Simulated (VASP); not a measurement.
# GaAs (F-43m) in VASP: a series of runs

GaAs is run at these levels: PBEsol; tasks: single point, relaxation of cell and atoms.

Everything below comes from runs of VASP 6.6.1. Logs are shortened: lines on timing, memory, paths and dates and some standing lists are left out, and cuts for length are marked.

## Step 1: The cell of the first run

The structure is cubic, space group F-43m (No. 216). The conventional cell has a = 5.658 Å, b = 5.658 Å, c = 5.658 Å, α = 90.00°, β = 90.00°, γ = 90.00°. Within 3.2 Å of Ga (site symmetry -43m) lie 4 As at 2.45 Å. Within 3.2 Å of As (site symmetry -43m) lie 4 Ga at 2.45 Å.

## Step 2: Single point, PBEsol

Contents of INCAR:

```
PREC     = Accurate       # precision mode
ENCUT    = 520            # plane-wave cutoff, eV
EDIFF    = 1E-6           # SCF threshold, eV
ISMEAR   = -1             # smearing method
SIGMA    = 0.08           # smearing width, eV
LREAL    = False          # projectors in reciprocal space
LASPH    = True           # aspherical terms in the spheres
NELM     = 60             # most SCF steps
ALGO     = Normal         # electronic algorithm
ISIF     = 2              # what is computed and relaxed
LWAVE    = False          # write WAVECAR
LCHARG   = False          # write CHGCAR
GGA      = PS             # functional
NBANDS   = 16             # bands
```

Contents of KPOINTS:

```
regular mesh
0
Gamma
  12 12 12
```

Contents of POSCAR:

```
GaAs
1.0
    0.0000000000      2.8292003482      2.8292003482
    2.8292003482      0.0000000000      2.8292003482
    2.8292003482      2.8292003482      0.0000000000
Ga As
1 1
Direct
    0.0000000000      0.0000000000      0.0000000000
    0.7500000000      0.7500000000      0.7500000000
```

Potentials or basis: VASP PAW PBE potentials, release 64 (Ga_d, As).

Run with:

```console
$ cat potpaw_PBE.64/Ga_d/POTCAR potpaw_PBE.64/As/POTCAR > POTCAR
$ mpirun -np 1 vasp_std > vasp.out
```

OUTCAR:

```text
PREC = Accurate
   ENCUT = 520
   EDIFF = 1E-6
   ISMEAR = -1
   LREAL = False
   LASPH = True
   NELM = 60
   ISIF = 2
   GGA = PS

 ion  position               nearest neighbor table
   1  0.000  0.000  0.000-   2 2.45   2 2.45   2 2.45   2 2.45
   2  0.750  0.750  0.750-   1 2.45   1 2.45   1 2.45   1 2.45

  LATTYP: Found a face centered cubic cell.
 ALAT       =     5.6584006964

  Lattice vectors:

 A1 = (   0.0000000000,   2.8292003482,   2.8292003482)
 A2 = (   2.8292003482,   0.0000000000,   2.8292003482)
 A3 = (   2.8292003482,   2.8292003482,   0.0000000000)

Analysis of symmetry for initial positions (statically):
=====================================================================
 Subroutine PRICEL returns:
 Original cell was already a primitive cell.

 Routine SETGRP: Setting up the symmetry group for a
 face centered cubic supercell.

 Subroutine GETGRP returns: Found 24 space group operations
 (whereof 24 operations were pure point group operations)
 out of a pool of 48 trial point group operations.

The static configuration has the point symmetry T_d .

Analysis of symmetry for dynamics (positions and initial velocities):
=====================================================================
 Subroutine PRICEL returns:
 Original cell was already a primitive cell.

 Routine SETGRP: Setting up the symmetry group for a
 face centered cubic supercell.

 Subroutine GETGRP returns: Found 24 space group operations
 (whereof 24 operations were pure point group operations)
 out of a pool of 48 trial point group operations.

The dynamic configuration has the point symmetry T_d .

 Subroutine INISYM returns: Found 24 space group operations
 (whereof 24 operations are pure point group operations),
 and found     1 'primitive' translations

----------------------------------------------------------------------------------------

                                     Primitive cell

  volume of cell :      45.2920

  direct lattice vectors                    reciprocal lattice vectors
     0.000000000  2.829200348  2.829200348    -0.176728382  0.176728382  0.176728382
     2.829200348  0.000000000  2.829200348     0.176728382 -0.176728382  0.176728382
     2.829200348  2.829200348  0.000000000     0.176728382  0.176728382 -0.176728382

  length of vectors
     4.001093503  4.001093503  4.001093503     0.306102537  0.306102537  0.306102537

[... 79 lines left out ...]
   NELM   =     60;   NELMIN=  2; NELMDL= -5     # of ELM steps
   EDIFF  = 0.1E-05   stopping-criterion for ELM
   LREAL  =      F    real-space projection
   EDIFFG = 0.1E-04   stopping-criterion for IOM
   NSW    =      0    number of steps for IOM
   IBRION =     -1    ionic relax: 0-MD 1-quasi-New 2-CG
   NFREE  =      0    steps in history (QN), initial steepest desc. (CG)
   ISIF   =      2    stress and relaxation
   ISYM   =      2    0-nonsym 1-usesym 2-fastsym
   POTIM  = 0.5000    time-step for ionic-motion
   TEBEG  =    0.0;   TEEND  =   0.0 temperature during run
   PSTRESS=    0.0 pullay stress
   NELECT =      18.0000    total number of electrons
   NUPDOWN=      -1.0000    fix difference up-down
   EMIN   =  10.00;   EMAX   =-10.00  energy-range for DOS
   EFERMI =   0.00;   METHOD = LEGACY
   ISMEAR =    -1;   SIGMA  =   0.08  broadening in eV -4-tet -1-fermi 0-gaus
   EFERMI_NEDOS =   21; number of points for ismear=-14 and -15
   IALGO  =     38    algorithm
   IMIX   =      4    mixing-type and parameters
     AMIX     =   0.40;   BMIX     =  1.00
     AMIX_MAG =   1.60;   BMIX_MAG =  1.00
  volume/ion in A,a.u.               =      22.65       152.82
  Fermi-wavevector in a.u.,A,eV,Ry     =   1.203627  2.274525 19.711008  1.448718
  Thomas-Fermi vector in A             =   2.339375
   LORBIT       =      0    0 simple, 1 ext, 2 COOP (PROOUT), +10 PAW based schemes
   GGA     = PS    functional components
   LHFCALC =     F    Hartree Fock is set to
   AEXX    =    0.0000 exact exchange contribution
   IVDW    =     0    specifies the selected vdW correction
   LEPSILON=     F    determine dielectric tensor
   LRPA    =     F    only Hartree local field effects (RPA)
 non-spin polarized calculation
  energy-cutoff  :      520.00
  volume of cell :       45.29
 maximum number of plane-waves:      1243
 NGX is ok and might be reduce to    30
   NGX = 15   NGY = 15   NGZ = 15

 number of electron      17.9999993 magnetization

 Free energy of the ion-electron system (eV)
  ---------------------------------------------------
  ext. energy  EPLUGINS =         0.00000000
  ---------------------------------------------------
  free energy    TOTEN  =        -9.09254534 eV

  energy without entropy =       -9.09238663  energy(sigma->0) =       -9.09246599

 E-fermi :   4.0995     XC(G=0):  -9.7621

 val. band max:        3.7799040923   @ k =   0.0000   0.0000   0.0000
 cond. band min:       4.2176219944   @ k =   0.0000   0.0000   0.0000
 fundamental gap:      0.4377179021
 Fermi energy:         4.0994538919

 k-point     1 :       0.0000    0.0000    0.0000
  band No.  band energies     occupation
      1     -10.9884      2.00000
      2     -10.9884      2.00000
      3     -10.9884      2.00000
      4     -10.9089      2.00000
      5     -10.9089      2.00000
      6      -8.9544      2.00000
[... 433 lines left out ...]
      3     -10.9617      2.00000
      4     -10.9098      2.00000
      5     -10.9062      2.00000
      6      -6.9955      2.00000
[... 8 lines left out ...]
     15      14.0901      0.00000
     16      14.7596      0.00000

 [... further k-points ...]

------------------------ aborting loop because EDIFF is reached ----------------------------------------

  FORCE on cell =-STRESS in cart. coord.  units (eV):
  Direction    XX          YY          ZZ          XY          YZ          ZX
  --------------------------------------------------------------------------------------
  -------------------------------------------------------------------------------------
  Total        0.0556341      0.0556341      0.0556341      0.0000000     -0.0000000     -0.0000000
  in kB        1.9680233      1.9680233      1.9680233      0.0000000     -0.0000000     -0.0000000
  external PRESSURE =       1.9680233 kB  Pullay stress =       0.0000000 kB

 VOLUME and BASIS-vectors are now :
 -----------------------------------------------------------------------------
  energy-cutoff  :      520.00
  volume of cell :       45.29
      direct lattice vectors                 reciprocal lattice vectors
     0.000000000  2.829200348  2.829200348    -0.176728382  0.176728382  0.176728382
     2.829200348  0.000000000  2.829200348     0.176728382 -0.176728382  0.176728382
     2.829200348  2.829200348  0.000000000     0.176728382  0.176728382 -0.176728382

 POSITION                                       TOTAL-FORCE (eV/Angst)
 -----------------------------------------------------------------------------------
      0.00000      0.00000      0.00000        -0.000000     -0.000000     -0.000000
      4.24380      4.24380      4.24380         0.000000      0.000000      0.000000
 -----------------------------------------------------------------------------------
    total drift:                               -0.000000     -0.000000     -0.000000

  FREE ENERGIE OF THE ION-ELECTRON SYSTEM (eV)
  ---------------------------------------------------
  free  energy   TOTEN  =        -9.0925453422 eV

  energy  without entropy=       -9.0923866335  energy(sigma->0) =       -9.09246599
```

OSZICAR:

```text
N       E                     dE             d eps       ncg     rms          rms(c)
DAV:   1     0.840617454625E+02    0.84062E+02   -0.90307E+03  2376   0.152E+03
DAV:   2    -0.257009337813E+01   -0.86632E+02   -0.82650E+02  2672   0.315E+02
DAV:   3    -0.918665677275E+01   -0.66166E+01   -0.65945E+01  2768   0.668E+01
DAV:   4    -0.928926890848E+01   -0.10261E+00   -0.10260E+00  2888   0.918E+00
DAV:   5    -0.929073137463E+01   -0.14625E-02   -0.14624E-02  2768   0.984E-01    0.293E+00
DAV:   6    -0.912555847602E+01    0.16517E+00   -0.22431E-01  3520   0.917E+00    0.173E+00
DAV:   7    -0.909414160335E+01    0.31417E-01   -0.58831E-02  3464   0.202E+00    0.534E-01
DAV:   8    -0.909233237363E+01    0.18092E-02   -0.92086E-03  2824   0.109E+00    0.105E-01
DAV:   9    -0.909249365541E+01   -0.16128E-03   -0.68755E-04  2976   0.325E-01    0.422E-02
DAV:  10    -0.909252475320E+01   -0.31098E-04   -0.50074E-05  3416   0.712E-02    0.226E-02
DAV:  11    -0.909254534297E+01   -0.20590E-04   -0.23714E-05  2648   0.489E-02    0.264E-03
DAV:  12    -0.909254534219E+01    0.77443E-09   -0.79227E-07  2232   0.140E-02
   1 F= -.90925453E+01 E0= -.90924660E+01  d E =-.158709E-03
```

stdout:

```text
POSCAR found type information on POSCAR GaAs
 POSCAR found :  2 types and       2 ions
 scaLAPACK will be used
 -----------------------------------------------------------------------------
|                                                                             |
|                                                                             |
|     You enforced a specific xc type in the INCAR file but a different       |
|     I HOPE YOU KNOW WHAT YOU ARE DOING!                                     |
|                                                                             |
 -----------------------------------------------------------------------------

 LDA part: xc-table for (Slater+PW92), standard interpolation
 POSCAR, INCAR and KPOINTS ok, starting setup
 FFT: planning ... GRIDC
 FFT: planning ... GRID_SOFT
 FFT: planning ... GRID
 WAVECAR not read
 entering main loop
```

It took 40 s on 1 thread of Intel Xeon Platinum 8375C at 2.90GHz (Ice Lake), shared host; peak memory 0.2 GiB.

Results:

| Quantity | Value |
| --- | --- |
| Free energy | -9.0925 eV |
| Pressure | 0.2 GPa |
| Band gap on the k mesh | 0.44 eV, direct |

Caveat: the PAW data sets were made with another functional, which shifts forces and pressure a little. Expect the measured gap to be larger: semilocal functionals such as PBEsol lack the derivative discontinuity.

## Step 3: Relaxation of cell and atoms, PBEsol

This run uses another cell than the first one, of 22.59 Å³/atom, 0.998 times its volume.

Contents of INCAR:

```
SYSTEM = GaAs
PREC = Accurate
ENCUT = 600
EDIFF = 1E-6
ISMEAR = -1
SIGMA = 0.08
LREAL = .False.
LASPH = .True.
NELM = 80
ALGO = Normal
ISIF = 3
LWAVE = .False.
LCHARG = .False.
GGA = PS
IBRION = 2
NSW = 100
EDIFFG = -0.002
```

Contents of KPOINTS:

```
regular mesh
0
Gamma
  12 12 12
  0 0 0
```

Contents of POSCAR:

```
GaAs
1.0
    0.0000000000      2.8268500000      2.8268500000
    2.8268500000      0.0000000000      2.8268500000
    2.8268500000      2.8268500000      0.0000000000
Ga As
1 1
Direct
    0.0000000000      0.0000000000      0.0000000000
    0.7500000000      0.7500000000      0.7500000000
```

Potentials or basis: VASP PAW PBE potentials, release 64 (Ga_d, As).

Run with:

```console
$ cat potpaw_PBE.64/Ga_d/POTCAR potpaw_PBE.64/As/POTCAR > POTCAR
$ mpirun -np 1 vasp_std > vasp.out
```

OUTCAR:

```text
SYSTEM = GaAs
   PREC = Accurate
   ENCUT = 600
   EDIFF = 1E-6
   ISMEAR = -1
   LREAL = .False.
   LASPH = .True.
   NELM = 80
   ISIF = 3
   GGA = PS
   IBRION = 2
   NSW = 100
   EDIFFG = -0.002

 ion  position               nearest neighbor table
   1  0.000  0.000  0.000-   2 2.45   2 2.45   2 2.45   2 2.45
   2  0.750  0.750  0.750-   1 2.45   1 2.45   1 2.45   1 2.45

  LATTYP: Found a face centered cubic cell.
 ALAT       =     5.6537000000

  Lattice vectors:

 A1 = (   0.0000000000,   2.8268500000,   2.8268500000)
 A2 = (   2.8268500000,   0.0000000000,   2.8268500000)
 A3 = (   2.8268500000,   2.8268500000,   0.0000000000)

Analysis of symmetry for initial positions (statically):
=====================================================================
 Subroutine PRICEL returns:
 Original cell was already a primitive cell.

 Routine SETGRP: Setting up the symmetry group for a
 face centered cubic supercell.

 Subroutine GETGRP returns: Found 24 space group operations
 (whereof 24 operations were pure point group operations)
 out of a pool of 48 trial point group operations.

The static configuration has the point symmetry T_d .

Analysis of symmetry for dynamics (positions and initial velocities):
=====================================================================
 Subroutine PRICEL returns:
 Original cell was already a primitive cell.

 Routine SETGRP: Setting up the symmetry group for a
 face centered cubic supercell.

 Subroutine GETGRP returns: Found 24 space group operations
 (whereof 24 operations were pure point group operations)
 out of a pool of 48 trial point group operations.

The dynamic configuration has the point symmetry T_d .

 Subroutine INISYM returns: Found 24 space group operations
 (whereof 24 operations are pure point group operations),
 and found     1 'primitive' translations

----------------------------------------------------------------------------------------

[... 134 lines left out ...]
 Free energy of the ion-electron system (eV)
  ---------------------------------------------------
  ext. energy  EPLUGINS =         0.00000000
  ---------------------------------------------------
  free energy    TOTEN  =        -9.09224424 eV

  energy without entropy =       -9.09209759  energy(sigma->0) =       -9.09217092

------------------------ aborting loop because EDIFF is reached ----------------------------------------

  FORCE on cell =-STRESS in cart. coord.  units (eV):
  Direction    XX          YY          ZZ          XY          YZ          ZX
  --------------------------------------------------------------------------------------
  -------------------------------------------------------------------------------------
  Total        0.0970539      0.0970539      0.0970539      0.0000000      0.0000000     -0.0000000
  in kB        3.4417956      3.4417956      3.4417956      0.0000000      0.0000000     -0.0000000
  external PRESSURE =       3.4417956 kB  Pullay stress =       0.0000000 kB
[... 167 lines left out ...]
--------------------------------------- Ionic step        6  -------------------------------------------

 number of electron      18.0000010 magnetization

 Free energy of the ion-electron system (eV)
  ---------------------------------------------------
  ext. energy  EPLUGINS =         0.00000000
  ---------------------------------------------------
  free energy    TOTEN  =        -9.09249712 eV

  energy without entropy =       -9.09232677  energy(sigma->0) =       -9.09241194

 E-fermi :   4.0709     XC(G=0):  -9.7518

 val. band max:        3.7586331148   @ k =   0.0000   0.0000   0.0000
 cond. band min:       4.1793991478   @ k =   0.0000   0.0000   0.0000
 fundamental gap:      0.4207660330
 Fermi energy:         4.0708875506

 k-point     1 :       0.0000    0.0000    0.0000
  band No.  band energies     occupation
      1     -11.0057      2.00000
      2     -11.0057      2.00000
      3     -11.0057      2.00000
      4     -10.9267      2.00000
      5     -10.9267      2.00000
      6      -8.9593      2.00000
      7       3.7586      1.96044
      8       3.7586      1.96044
      9       3.7586      1.96044
     10       4.1794      0.40965
     11       7.4487      0.00000
     12       7.4487      0.00000
     13       7.4487      0.00000
[... 354 lines left out ...]
  band No.  band energies     occupation
      1     -11.0901      2.00000
      2     -10.9826      2.00000
      3     -10.9792      2.00000
      4     -10.9276      2.00000
      5     -10.9240      2.00000
      6      -7.0082      2.00000
      7      -2.7396      2.00000
      8       0.9175      2.00000
      9       2.2825      2.00000
     10       6.0411      0.00000
     11       8.2358      0.00000
     12       9.2520      0.00000
     13      11.6164      0.00000

 [... further k-points ...]

------------------------ aborting loop because EDIFF is reached ----------------------------------------

  FORCE on cell =-STRESS in cart. coord.  units (eV):
  Direction    XX          YY          ZZ          XY          YZ          ZX
  --------------------------------------------------------------------------------------
  -------------------------------------------------------------------------------------
  Total       -0.0030758     -0.0030758     -0.0030758      0.0000000      0.0000000     -0.0000000
  in kB       -0.1085559     -0.1085559     -0.1085559      0.0000000      0.0000000     -0.0000000
  external PRESSURE =      -0.1085559 kB  Pullay stress =       0.0000000 kB
[... 17 lines left out ...]
  FREE ENERGIE OF THE ION-ELECTRON SYSTEM (eV)
  ---------------------------------------------------
  free  energy   TOTEN  =        -9.0924971183 eV

  energy  without entropy=       -9.0923267669  energy(sigma->0) =       -9.09241194

 reached required accuracy - stopping structural energy minimisation
```

OSZICAR:

```text
N       E                     dE             d eps       ncg     rms          rms(c)
DAV:   1     0.839752350293E+02    0.83975E+02   -0.98947E+03  1885   0.209E+03
DAV:   2    -0.230893975079E+01   -0.86284E+02   -0.83118E+02  2007   0.350E+02
DAV:   3    -0.917015850379E+01   -0.68612E+01   -0.68185E+01  2317   0.796E+01
DAV:   4    -0.928914323350E+01   -0.11898E+00   -0.11892E+00  2162   0.116E+01
[... 38 lines left out ...]
DAV:   1    -0.909258743754E+01   -0.10018E-03   -0.12074E-03  2472   0.716E-01    0.545E-02
DAV:   2    -0.909251713711E+01    0.70300E-04   -0.13079E-04  2342   0.279E-01    0.249E-02
DAV:   3    -0.909249922977E+01    0.17907E-04   -0.21904E-05  2477   0.974E-02    0.549E-03
DAV:   4    -0.909249741452E+01    0.18152E-05   -0.17969E-06  1143   0.222E-02    0.196E-03
DAV:   5    -0.909249711826E+01    0.29626E-06   -0.23122E-07   936   0.741E-03
   6 F= -.90924971E+01 E0= -.90924119E+01  d E =0.960167E-06
```

Run time: 1.8 min. Hardware: 1 thread of Intel Xeon Platinum 8375C at 2.90GHz (Ice Lake), shared host; peak memory 0.22 GiB.

What came out:

```yaml
Free_energy: -9.0925 eV
Relaxed_volume: 22.70 Å³/atom
Relaxed_cell: a = 4.004 Å, b = 4.004 Å, c = 4.004 Å, α = 60.00°, β = 60.00°, γ = 60.00°
Space_group_after_relaxing_to_0.05_Å: F-43m (No. 216)
Energy_gained_by_relaxing: 0.1 meV/atom
Ionic_steps: 6
Pressure_after_relaxing: 0.0 GPa
Band_gap_on_the_k_mesh: 0.42 eV, direct
```

Step by step:
```tsv
step	energy change (eV)	largest force (eV/Å)	pressure (GPa)	volume (Å³)
1	0.0000	0.0000	0.34	45.18
2	-0.0002	0.0000	-0.19	45.50
3	-0.0003	0.0000	0.01	45.41
4	-0.0003	0.0000	-0.06	45.41
5	-0.0002	0.0000	0.11	45.36
6	-0.0003	0.0000	-0.01	45.40
```

Final structure:
```cif
data_structure
_symmetry_space_group_name_H-M 'P 1'
_symmetry_Int_Tables_number 1
_cell_length_a 4.0041
_cell_length_b 4.0041
_cell_length_c 4.0041
_cell_angle_alpha 60.000
_cell_angle_beta 60.000
_cell_angle_gamma 60.000
_cell_volume 45.40
loop_
_atom_site_label
_atom_site_type_symbol
_atom_site_fract_x
_atom_site_fract_y
_atom_site_fract_z
_atom_site_occupancy
Ga1 Ga 0.00000 0.00000 0.00000 1
As1 As 0.75000 0.75000 0.75000 1
```

Levels at points of the mesh, in eV from the valence-band top:
```
           k point  band 6  band 7  band 8  band 9  band 10  band 11  band 12  band 13
(0.00, 0.00, 0.00)  -12.72    0.00    0.00    0.00     0.42     3.69     3.69     3.69
(0.50, 0.00, 0.00)  -10.95   -6.65   -1.14   -1.14     0.92     4.58     4.58     7.58
(0.50, 0.50, 0.00)  -10.22   -6.83   -2.68   -2.68     1.36     1.58    10.09    10.09
```

Caveat: the PAW data sets were made with another functional, which shifts forces and pressure a little.
